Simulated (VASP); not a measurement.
Input of a VASP 6.6.1 run:

File INCAR:

```
ALGO = Normal
EDIFF = 1E-6
ENCUT = 750
GGA = PE
GGA_COMPAT = False
ISIF = 2
ISMEAR = 0
LASPH = True
LCHARG = True
LELF = True
LREAL = False
LVHAR = True
LWAVE = False
NBANDS = 13
NELM = 120
PREC = Accurate
SIGMA = 0.05
```

KPOINTS

```
k-points
0
Gamma
  8 8 8
```

The input POSCAR:

```
Li2O
1.0
    0.0000000000      2.2550886697      2.2550886697
    2.2550886697      0.0000000000      2.2550886697
    2.2550886697      2.2550886697      0.0000000000
Li O
2 1
Direct
    0.2557503282      0.2442496718      0.2442496718
    0.7557503282      0.7442496718      0.7442496718
   -0.0049887215      0.0049887215      0.0049887215
```

Potentials or basis: VASP PAW PBE potentials, release 64 (Li_sv, O).

Run with:

```sh
$ cat potpaw_PBE.64/Li_sv/POTCAR potpaw_PBE.64/O/POTCAR > POTCAR
$ mpirun -np 1 vasp_std > vasp.out
```

**Question.** What does it give for the pressure?

**Answer.** 6.9 GPa.

**Question.** Estimate the largest force.

**Answer.** 0.325 eV/Å.

**Question.** What does it give for the band gap on the k mesh?

**Answer.** 5.11 eV (least direct gap 5.81 eV).

Forces on the atoms (eV/Å):
```
Li   0.163  0.000  0.000
Li   0.163  0.000  0.000
O   -0.325  0.000  0.000
```

Caveat: the cell differs from its parent crystal (atoms displaced along a vibrational mode, the cell strained); the cell stands under pressure. A k mesh can miss the band edges.
